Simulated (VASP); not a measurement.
Wanted: the native input for a VASP 6.6.1 run.

| Quantity | Value |
| --- | --- |
| Task | single point |
| Functional | r2SCAN |
| Dispersion | rVV10 |
| Potentials or basis | VASP PAW PBE potentials, release 64 (Sn_d, B, Se) |
| Cutoff | 520 eV |
| k mesh | 6 × 6 × 4 |
| Occupations | fermi-dirac, width 0.03 eV |
| Spin | no spin polarisation |
| Dipole correction | no |
| Further INCAR settings | ALGO = Normal; EDIFF = 1e-07; NBANDS = 31 |

Crystal: SnB2Se4.

```
Sn B Se
1.0
     6.65138   -1.81582    1.17332
     6.65138    1.81582    1.17332
    -1.99768    0.00000    6.08286
Sn B Se
1 2 4
Cartesian
  0.0000 0.0000 0.0000
  3.3688 0.0000 3.1284
  7.9363 0.0000 5.3011
  4.4864 0.0000 1.5480
  6.8187 0.0000 6.8815
  1.2393 0.0000 2.9061
  10.0658 0.0000 5.5234
```

These files were run (other wordings do the same):

POSCAR

```
SnB2Se4
1.0
    6.6513787400     -1.8158219739      1.1733247238
    6.6513787400      1.8158219739      1.1733247238
   -1.9976768838      0.0000000000      6.0828553728
Sn B Se
1 2 4
Direct
    0.0000000000      0.0000000000      0.0000000000
    0.3123729796      0.3123729796      0.3937832494
    0.6876270204      0.6876270204      0.6062167506
    0.3549080264      0.3549080264      0.1175631189
    0.6450919736      0.6450919736      0.8824368811
    0.1558744570      0.1558744570      0.4176153817
    0.8441255430      0.8441255430      0.5823846183
```

INCAR.step1

```
SYSTEM = SnB2Se4
PREC = Accurate ; ENCUT = 520
ISMEAR = -1 ; SIGMA = 0.03
LREAL = .FALSE. ; LASPH = .TRUE.
NELM = 80 ; NBANDS = 31
GGA = PE ; ALGO = Normal
EDIFF = 1E-4 ; LWAVE = .TRUE.
LCHARG = .FALSE.
```

INCAR.step2

```
SYSTEM = SnB2Se4
PREC = Accurate ; ENCUT = 520
EDIFF = 1E-7 ; ISMEAR = -1
SIGMA = 0.03 ; LREAL = .FALSE.
LASPH = .TRUE. ; NELM = 80
ALGO = Normal ; ISIF = 2
LWAVE = .FALSE. ; LCHARG = .TRUE.
METAGGA = R2SCAN ; LMIXTAU = .TRUE.
LUSE_VDW = .TRUE. ; IVDW_NL = 2
BPARAM = 11.95 ; CPARAM = 0.0093
LELF = .TRUE. ; LVHAR = .TRUE.
NBANDS = 31 ; ISTART = 1
```

KPOINTS

```
Automatic mesh
0
G
  6 6 4
  0 0 0
```

Potentials or basis: VASP PAW PBE potentials, release 64 (Sn_d, B, Se).

Launch:

```bash
$ cat potpaw_PBE.64/Sn_d/POTCAR potpaw_PBE.64/B/POTCAR potpaw_PBE.64/Se/POTCAR > POTCAR
$ cp INCAR.step1 INCAR
$ mpirun -np 1 vasp_std > vasp.out
$ cp INCAR.step2 INCAR
$ mpirun -np 1 vasp_std > vasp.out
```

Results of the run:

* Pressure: 0.2 GPa
* Largest force: 0.020 eV/Å
* Band gap on the k mesh: zero (bands 22 and 23 overlap by 0.57 eV)

Caveat: the PAW data sets were made with another functional, which shifts forces and pressure a little; spin-orbit coupling is left out, which moves the levels of the heavy elements.

Run time: 59 min on 1 thread of Intel Xeon 8259CL, with other jobs on the host, peak memory 1 GiB.
